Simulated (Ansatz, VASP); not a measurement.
**One calculation of Na, two programs**

```
Na
1.0
     3.79480    0.00000    0.00000
    -1.89740    3.28640    0.00000
     0.00000    0.00000    6.10304
Na
2
Direct
  0.33333 0.66667 0.25000
  0.66667 0.33333 0.75000
```

Change from the starting cell: mode 4 frozen in at +0.000 Å, equal normal strain along x and y +0.0133.

Alike in both runs: task single point; functional PBE; k mesh 15 × 15 × 8; occupations gaussian, width 0.15 eV; no spin polarisation.

|  | VASP | Ansatz |
| --- | --- | --- |
| version | VASP 6.6.1 | Ansatz 0.2.0 |
| potentials or method | VASP PAW PBE potentials, release 64 (Na_pv), cutoff 520 eV | scalar-relativistic, plane waves, PAW |
| valence electrons in the cell | 14 | 18 |

```csv
,VASP,Ansatz,Ansatz less VASP
gap on the k mesh at the Fermi level (eV),none,none,-
pressure (GPa),-0.2,-0.2,0.00
"traceless stress, the component that is largest in VASP (GPa)",0.06,0.06,-0.002
```

A gap of «none» marks a metal or a gap that the smearing closes. VASP's potentials hold 14 valence electrons a cell and Ansatz's 18, so a difference there can come from the potentials and not from the codes.
